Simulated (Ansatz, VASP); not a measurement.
ZnSe in VASP and in Ansatz

Contents of INCAR:

```
SYSTEM = ZnSe
PREC = Accurate
ENCUT = 520
EDIFF = 1E-8
ISMEAR = -1
SIGMA = 0.03
LREAL = .FALSE.
LASPH = .TRUE.
NELM = 80
ALGO = Normal
ISIF = 2
LWAVE = .FALSE.
LCHARG = .FALSE.
GGA = PE
LEFG = .TRUE.
NBANDS = 16
```

KPOINTS

```
Automatic mesh
0
G
  8 8 8
  0 0 0
```

POSCAR

```
ZnSe
1.0
    0.0000000000      2.8338000000      2.8054620000
    2.8338000000      0.0000000000      2.8054620000
    2.8338000000      2.8338000000      0.0000000000
Zn Se
1 1
Direct
    0.0000000000      0.0000000000      0.0000000000
    0.7500000000      0.7500000000      0.7500000000
```

Input for Ansatz:

```yaml
crystal:
  lattice:
    - [0.0, 2.8338, 2.805462]
    - [2.8338, 0.0, 2.805462]
    - [2.8338, 2.8338, 0.0]
  atoms:
    - { symbol: Zn, position: [0.0, 0.0, 0.0] }
    - { symbol: Se, position: [0.75, 0.75, 0.75] }
kpoints:
  mp_grid: { grid: [8, 8, 8] }
scf:
  occupations: { method: fermi_dirac, width: 0.03 }
hamiltonian:
  xc: pbe
  pseudopotentials: { kind: all_electron, datasets: crystal }
output:
  forces: true
  stress: true
  eigenvalues: true
  efg: { contact_densities: true }
```

Change from the starting cell: zz strain of -1 %, crystal datasets.

Alike in both runs: task electric field gradients; functional PBE; k mesh 8 × 8 × 8; occupations fermi-dirac, width 0.03 eV; no spin polarisation.

```csv
,VASP,Ansatz
version,VASP 6.6.1,Ansatz 0.2.0
potentials or method,"VASP PAW PBE potentials, release 64 (Zn, Se), cutoff 520 eV","all-electron PAW with datasets made for the crystal, scalar-relativistic"
```

Ansatz gave:

```
gap on the k mesh at the Fermi level (eV)                     : 1.31
pressure (GPa)                                                : 2.8
traceless stress, the component that is largest in VASP (GPa) : 0.22
size of Vzz on the site where it differs most (V/Å²)          : 4.3
```

Which values does VASP return?

gap on the k mesh at the Fermi level (eV): 1.31; pressure (GPa): 3.0; traceless stress, the component that is largest in VASP (GPa): 0.22; size of Vzz on the site where it differs most (V/Å²): 4.1.

Ansatz ran all-electron here, and VASP with PAW potentials.
